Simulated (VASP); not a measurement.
# TiAl3 (Pm-3m) in VASP: single point with LDA

Aim: the single point of TiAl3 with LDA.

All numbers are computed with VASP 6.6.1; they aren't measurements. Logs are shortened: lines on timing, memory, paths and dates and some standing lists are left out, and cuts for length are marked.

**1. The cell of the first run**

It takes space group Pm-3m (No. 221, cubic). The conventional cell has a = 3.911 Å, b = 3.911 Å, c = 3.911 Å, α = 90.00°, β = 90.00°, γ = 90.00°. Within 3.6 Å of Ti (site symmetry m-3m) lie 12 Al at 2.77 Å. Within 3.6 Å of Al (site symmetry 4/mmm) lie 4 Ti at 2.77 Å and 8 Al at 2.77 Å. Al (site symmetry 4/mmm) has 4 Ti at 2.77 Å and 8 Al at 2.77 Å within 3.6 Å.

**2. Single point, LDA**

Contents of INCAR:

```
PREC     = Accurate       # precision mode
ENCUT    = 520            # plane-wave cutoff, eV
EDIFF    = 1E-7           # SCF threshold, eV
ISMEAR   = 0              # smearing method
SIGMA    = 0.15           # smearing width, eV
LREAL    = F              # projectors in reciprocal space
LASPH    = T              # aspherical terms in the spheres
NELM     = 100            # most SCF steps
ALGO     = Fast           # electronic algorithm
ISIF     = 2              # what is computed and relaxed
LWAVE    = F              # write WAVECAR
LCHARG   = F              # write CHGCAR
NBANDS   = 31             # bands
```

Contents of KPOINTS:

```
Automatic mesh
0
Gamma
  10 8 8
```

Contents of POSCAR:

```
TiAl3
1.0
   -3.9105245017      0.0000000000      0.0000000000
    0.0000000000      3.9105245017      3.9105245017
    0.0000000000      3.9105245017     -3.9105245017
Ti Al
2 6
Direct
    0.0000000000      0.5000000000      0.5000000000
    0.0000000000      0.0000000000      0.0000000000
    0.5000000000      0.7500000000      0.7500000000
    0.5000000000      0.2500000000      0.2500000000
    0.5000000000      0.7500000000      0.2500000000
    0.5000000000      0.2500000000      0.7500000000
    0.0000000000      0.5000000000      0.0000000000
    0.0000000000      0.0000000000      0.5000000000
```

Potentials or basis: VASP PAW LDA potentials, release 64 (Ti_sv, Al).

Started as:

```bash
$ cat potpaw_LDA.64/Ti_sv/POTCAR potpaw_LDA.64/Al/POTCAR > POTCAR
$ mpirun -np 1 vasp_std > vasp.out
```

OUTCAR:

```text
PREC = Accurate
   ENCUT = 520
   EDIFF = 1E-7
   ISMEAR = 0
   LREAL = F
   LASPH = T
   NELM = 100
   ISIF = 2

 ion  position               nearest neighbor table
   1  0.000  0.500  0.500-   3 2.77   4 2.77   5 2.77   6 2.77   7 2.77   8 2.77   7 2.77   8 2.77
                             3 2.77   4 2.77   5 2.77   6 2.77
   2  0.000  0.000  0.000-   3 2.77   4 2.77   5 2.77   6 2.77   7 2.77   8 2.77   8 2.77   7 2.77
                             3 2.77   4 2.77   5 2.77   6 2.77
   3  0.500  0.750  0.750-   1 2.77   2 2.77   5 2.77   6 2.77   7 2.77   8 2.77   5 2.77   6 2.77
                             1 2.77   2 2.77   7 2.77   8 2.77
   4  0.500  0.250  0.250-   1 2.77   2 2.77   5 2.77   6 2.77   7 2.77   8 2.77   6 2.77   5 2.77
                             1 2.77   2 2.77   7 2.77   8 2.77
   5  0.500  0.750  0.250-   1 2.77   2 2.77   3 2.77   4 2.77   7 2.77   8 2.77   3 2.77   4 2.77
                             1 2.77   2 2.77   7 2.77   8 2.77
   6  0.500  0.250  0.750-   1 2.77   2 2.77   3 2.77   4 2.77   7 2.77   8 2.77   4 2.77   3 2.77
                             1 2.77   2 2.77   7 2.77   8 2.77
   7  0.000  0.500  0.000-   1 2.77   2 2.77   3 2.77   4 2.77   5 2.77   6 2.77   1 2.77   2 2.77
                             3 2.77   4 2.77   5 2.77   6 2.77
   8  0.000  0.000  0.500-   1 2.77   2 2.77   3 2.77   4 2.77   5 2.77   6 2.77   2 2.77   1 2.77
                             3 2.77   4 2.77   5 2.77   6 2.77

  LATTYP: Found a simple tetragonal cell.
 ALAT       =     5.5303167863
 C/A-ratio  =     0.7071067812

  Lattice vectors:

 A1 = (   0.0000000000,   3.9105245017,   3.9105245017)
 A2 = (   0.0000000000,   3.9105245017,  -3.9105245017)
 A3 = (  -3.9105245017,   0.0000000000,   0.0000000000)

Analysis of symmetry for initial positions (statically):
=====================================================================
 Subroutine PRICEL returns following result:

  LATTYP: Found a simple cubic cell.
 ALAT       =     3.9105245017

  Lattice vectors:

 A1 = (  -3.9105245017,   0.0000000000,   0.0000000000)
 A2 = (   0.0000000000,   0.0000000000,   3.9105245017)
 A3 = (   0.0000000000,   3.9105245017,   0.0000000000)

   2 primitive cells build up your supercell.

 Routine SETGRP: Setting up the symmetry group for a
 simple tetragonal supercell.

 Subroutine GETGRP returns: Found 16 space group operations
 (whereof 16 operations were pure point group operations)
 out of a pool of 16 trial point group operations.

The static configuration has the point symmetry D_4h.

Analysis of symmetry for dynamics (positions and initial velocities):
=====================================================================
 Subroutine PRICEL returns following result:

  LATTYP: Found a simple cubic cell.
 ALAT       =     3.9105245017

  Lattice vectors:

 A1 = (  -3.9105245017,   0.0000000000,   0.0000000000)
 A2 = (   0.0000000000,   0.0000000000,   3.9105245017)
 A3 = (   0.0000000000,   3.9105245017,   0.0000000000)

   2 primitive cells build up your supercell.

 Routine SETGRP: Setting up the symmetry group for a
 simple tetragonal supercell.

 Subroutine GETGRP returns: Found 16 space group operations
 (whereof 16 operations were pure point group operations)
 out of a pool of 16 trial point group operations.

The dynamic configuration has the point symmetry D_4h.

 Subroutine INISYM returns: Found 16 space group operations
 (whereof 16 operations are pure point group operations),
 and found     2 'primitive' translations

----------------------------------------------------------------------------------------

                                     Primitive cell

  volume of cell :      59.8005

  direct lattice vectors                    reciprocal lattice vectors
    -3.910524502  0.000000000  0.000000000    -0.255720172  0.000000000  0.000000000
     0.000000000  0.000000000  3.910524502     0.000000000  0.000000000  0.255720172
     0.000000000  3.910524502  0.000000000     0.000000000  0.255720172  0.000000000

  length of vectors
     3.910524502  3.910524502  3.910524502     0.255720172  0.255720172  0.255720172

  position of ions in fractional coordinates (direct lattice)
     0.000000000  0.000000000  0.000000000
     0.500000000  0.000000000  0.500000000
     0.500000000  0.500000000  0.000000000
     0.000000000  0.500000000  0.500000000

  ion indices of the primitive-cell ions
   primitive index   ion index
                 1           1
                 2           3
                 3           5
                 4           7

----------------------------------------------------------------------------------------

 KPOINTS: Automatic mesh

Automatic generation of k-mesh.
 Grid dimensions read from file:
 generate k-points for:   10    8    8

 Generating k-lattice:

  Cartesian coordinates                     Fractional coordinates (reciprocal lattice)
    -0.025572017  0.000000000  0.000000000     0.100000000  0.000000000  0.000000000
     0.000000000  0.015982511  0.015982511     0.000000000  0.125000000  0.000000000
     0.000000000  0.015982511 -0.015982511     0.000000000  0.000000000  0.125000000

  Length of vectors
     0.025572017  0.022602684  0.022602684

  Shift w.r.t. Gamma in fractional coordinates (k-lattice)
     0.000000000  0.000000000  0.000000000

 Subroutine IBZKPT returns following result:
 ===========================================

 Found     90 irreducible k-points:

 Following reciprocal coordinates:
            Coordinates               Weight
  0.000000  0.000000  0.000000      1.000000
  0.100000  0.000000  0.000000      2.000000
  0.200000  0.000000  0.000000      2.000000
  0.300000  0.000000  0.000000      2.000000
  0.400000  0.000000  0.000000      2.000000
  0.500000  0.000000  0.000000      1.000000
[... 16 lines left out ...]
  0.400000  0.375000  0.000000      8.000000
  0.500000  0.375000  0.000000      4.000000
 [... further k-points ...]
   k-points           NKPTS =     90   k-points in BZ     NKDIM =     90   number of bands    NBANDS=     31
   number of dos      NEDOS =    301   number of ions     NIONS =      8
   total plane-waves  NPLWV =  52920
   dimension x,y,z NGX =    30 NGY =   42 NGZ =   42
   dimension x,y,z NGXF=    60 NGYF=   84 NGZF=   84
   ions per type =               2   6
   NGX,Y,Z   is equivalent  to a cutoff of  12.75, 12.63, 12.63 a.u.
   NGXF,Y,Z  is equivalent  to a cutoff of  25.51, 25.25, 25.25 a.u.
 SYSTEM =  unknown system
   PREC   = accura    normal or accurate (medium, high low for compatibility)
   ISTART =      0    job   : 0-new  1-cont  2-samecut
   ICHARG =      2    charge: 1-file 2-atom 10-const
   ISPIN  =      1    spin polarized calculation?
   LNONCOLLINEAR =      F non collinear calculations
   LSORBIT =      F    spin-orbit coupling
   LASPH  =      T    aspherical Exc in radial PAW
   ENCUT  =  520.0 eV  38.22 Ry    6.18 a.u.   7.27 10.28 10.28*2*pi/ulx,y,z
   NELM   =    100;   NELMIN=  2; NELMDL= -5     # of ELM steps
   EDIFF  = 0.1E-06   stopping-criterion for ELM
   LREAL  =      F    real-space projection
   EDIFFG = 0.1E-05   stopping-criterion for IOM
   NSW    =      0    number of steps for IOM
   IBRION =     -1    ionic relax: 0-MD 1-quasi-New 2-CG
   NFREE  =      0    steps in history (QN), initial steepest desc. (CG)
   ISIF   =      2    stress and relaxation
   ISYM   =      2    0-nonsym 1-usesym 2-fastsym
   POTIM  = 0.5000    time-step for ionic-motion
   TEBEG  =    0.0;   TEEND  =   0.0 temperature during run
   PSTRESS=    0.0 pullay stress
   NELECT =      42.0000    total number of electrons
   NUPDOWN=      -1.0000    fix difference up-down
   EMIN   =  10.00;   EMAX   =-10.00  energy-range for DOS
   EFERMI =   0.00;   METHOD = LEGACY
   ISMEAR =     0;   SIGMA  =   0.15  broadening in eV -4-tet -1-fermi 0-gaus
   EFERMI_NEDOS =   21; number of points for ismear=-14 and -15
   IALGO  =     68    algorithm
   IMIX   =      4    mixing-type and parameters
     AMIX     =   0.40;   BMIX     =  1.00
     AMIX_MAG =   1.60;   BMIX_MAG =  1.00
  volume/ion in A,a.u.               =      14.95       100.89
  Fermi-wavevector in a.u.,A,eV,Ry     =   1.154994  2.182621 18.150311  1.334010
  Thomas-Fermi vector in A             =   2.291626
   LORBIT       =      0    0 simple, 1 ext, 2 COOP (PROOUT), +10 PAW based schemes
   GGA     = CA    functional components
   LHFCALC =     F    Hartree Fock is set to
   AEXX    =    0.0000 exact exchange contribution
   IVDW    =     0    specifies the selected vdW correction
   LEPSILON=     F    determine dielectric tensor
   LRPA    =     F    only Hartree local field effects (RPA)
 non-spin polarized calculation
 RMM-DIIS sequential band-by-band and
 Gauss-broadening in eV      SIGMA  =   0.15
  energy-cutoff  :      520.00
  volume of cell :      119.60
 maximum number of plane-waves:      3262
 NGX is ok and might be reduce to    30
   NGX = 15   NGY = 21   NGZ = 21

 number of electron      41.9999990 magnetization

 Free energy of the ion-electron system (eV)
  ---------------------------------------------------
  ext. energy  EPLUGINS =         0.00000000
  ---------------------------------------------------
  free energy    TOTEN  =       -45.42558960 eV

  energy without entropy =      -45.37655686  energy(sigma->0) =      -45.40107323

 E-fermi :   9.2747     XC(G=0): -11.1655

 val. band max:        9.2653204412   @ k =   0.0000   0.5000   0.2500
 cond. band min:       9.2758190537   @ k =   0.3000   0.3750   0.3750
 fundamental gap:      0.0104986125
 Fermi energy:         9.2747426601

 k-point     1 :       0.0000    0.0000    0.0000
  band No.  band energies     occupation
      1     -46.9093      2.00000
      2     -46.9072      2.00000
      3     -23.6306      2.00000
      4     -23.6306      2.00000
      5     -23.6111      2.00000
      6     -23.6088      2.00000
[... 23 lines left out ...]
     30      12.9507      0.00000
     31      14.2849      0.00000

 k-point     2 :       0.1000    0.0000    0.0000
  band No.  band energies     occupation
      1     -46.9092      2.00000
      2     -46.9071      2.00000
      3     -23.6303      2.00000
      4     -23.6303      2.00000
      5     -23.6135      2.00000
      6     -23.6097      2.00000
[... 23 lines left out ...]
     30      12.8182      0.00000
     31      13.1933      0.00000

 k-point     3 :       0.2000    0.0000    0.0000
  band No.  band energies     occupation
      1     -46.9089      2.00000
      2     -46.9069      2.00000
      3     -23.6295      2.00000
      4     -23.6295      2.00000
      5     -23.6197      2.00000
      6     -23.6152      2.00000
[... 23 lines left out ...]
     30      12.4620      0.00000
     31      12.5805      0.00000

 k-point     4 :       0.3000    0.0000    0.0000
  band No.  band energies     occupation
      1     -46.9086      2.00000
      2     -46.9066      2.00000
      3     -23.6285      2.00000
      4     -23.6285      2.00000
      5     -23.6274      2.00000
      6     -23.6221      2.00000
[... 635 lines left out ...]
     30      12.3889      0.00000
     31      12.4468      0.00000

 k-point    23 :       0.4000    0.3750    0.0000
  band No.  band energies     occupation
      1     -46.9077      2.00000
      2     -46.9069      2.00000
      3     -23.6318      2.00000
      4     -23.6294      2.00000
      5     -23.6220      2.00000
      6     -23.6214      2.00000
[... 23 lines left out ...]
     30      12.1618      0.00000
     31      13.0250      0.00000

 k-point    24 :       0.5000    0.3750    0.0000
  band No.  band energies     occupation
      1     -46.9076      2.00000
      2     -46.9068      2.00000
      3     -23.6341      2.00000
      4     -23.6316      2.00000
      5     -23.6218      2.00000
      6     -23.6212      2.00000
[... 23 lines left out ...]
     30      12.2930      0.00000
     31      12.8088      0.00000

 [... further k-points ...]

------------------------ aborting loop because EDIFF is reached ----------------------------------------

  FORCE on cell =-STRESS in cart. coord.  units (eV):
  Direction    XX          YY          ZZ          XY          YZ          ZX
  --------------------------------------------------------------------------------------
  -------------------------------------------------------------------------------------
  Total        0.0921285      0.2298444      0.2298444      0.0000000      0.0000000     -0.0000000
  in kB        1.2341548      3.0789991      3.0789991      0.0000000      0.0000000     -0.0000000
  external PRESSURE =       2.4640510 kB  Pullay stress =       0.0000000 kB

 VOLUME and BASIS-vectors are now :
 -----------------------------------------------------------------------------
  energy-cutoff  :      520.00
  volume of cell :      119.60
      direct lattice vectors                 reciprocal lattice vectors
    -3.910524502  0.000000000  0.000000000    -0.255720172  0.000000000  0.000000000
     0.000000000  3.910524502  3.910524502     0.000000000  0.127860086  0.127860086
     0.000000000  3.910524502 -3.910524502     0.000000000  0.127860086 -0.127860086

 POSITION                                       TOTAL-FORCE (eV/Angst)
 -----------------------------------------------------------------------------------
      0.00000      3.91052      0.00000         0.000000     -0.000000     -0.000000
      0.00000      0.00000      0.00000         0.000000     -0.000000     -0.000000
     -1.95526      5.86579      0.00000        -0.000000      0.000000     -0.000000
     -1.95526      1.95526      0.00000        -0.000000     -0.000000      0.000000
     -1.95526      3.91052      1.95526         0.000000      0.000000      0.000000
     -1.95526      3.91052     -1.95526         0.000000     -0.000000      0.000000
      0.00000      1.95526      1.95526         0.000000     -0.000000     -0.000000
      0.00000      1.95526     -1.95526         0.000000     -0.000000     -0.000000
 -----------------------------------------------------------------------------------
    total drift:                               -0.000000      0.000000     -0.000000

  FREE ENERGIE OF THE ION-ELECTRON SYSTEM (eV)
  ---------------------------------------------------
  free  energy   TOTEN  =       -45.4255895984 eV

  energy  without entropy=      -45.3765568644  energy(sigma->0) =      -45.40107323
```

Run time: 23 min. Hardware: 1 thread of Intel Xeon Platinum 8259CL at 2.50GHz (Skylake/Cascade Lake), shared host; peak memory 0.37 GiB.

What came out:

```yaml
Free_energy: -45.4256 eV
Pressure: 0.2 GPa
Band_gap_on_the_k_mesh: zero (bands 21 and 22 overlap by 1.35 eV)
```
